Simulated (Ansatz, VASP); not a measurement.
**Si16O in VASP and in Ansatz**

```
Si O
1.0
     0.00000    5.43000    5.43000
     5.43000    0.00000    5.43000
     5.43000    5.43000    0.00000
Si O
16 1
Direct
  0.00921 0.00834 0.01173
  0.13344 0.13291 0.13578
  0.97734 0.97703 0.55264
  0.12082 0.12054 0.63574
  0.97685 0.55100 0.97684
  0.12103 0.63245 0.12141
  0.01050 0.49359 0.49450
  0.15649 0.60627 0.60571
  0.55143 0.97743 0.97682
  0.63328 0.12100 0.12155
  0.49382 0.01062 0.49460
  0.60676 0.15658 0.60555
  0.49410 0.49408 0.00984
  0.60558 0.60631 0.15592
  0.51222 0.51251 0.51158
  0.63667 0.63679 0.63608
  0.83153 0.83136 0.83145
```

Alike in both runs: functional LDA; k mesh 2 × 2 × 2; occupations fermi-dirac, width 0.02 eV; collinear spin.

Ansatz relaxed the structure, and its values are those at the end. VASP's run is a single point on that final structure, the one shown.

```csv
,VASP,Ansatz
version,VASP 6.6.1,Ansatz 0.2.0
potentials or method,"VASP PAW LDA potentials, release 64 (Si, O), cutoff 520 eV","scalar-relativistic, plane waves, PAW"
valence electrons in the cell,70,70
```

|  | VASP | Ansatz | Ansatz less VASP |
| --- | --- | --- | --- |
| rms of the force components (eV/Å) | 0.020 | 0.020 | -0.0001 |
| net moment per atom (μB) | 0.00 | 0.00 | 0.000 |

Ansatz warns that its potentials were made for another functional, while VASP's fit it. LDA's correlation is that of Perdew and Zunger in VASP and of Perdew and Wang (1992) in Ansatz. Ansatz's warnings: filled band counts differ across k points, seeded moment not kept.

The k mesh is coarse, so the values compare programs but aren't converged.
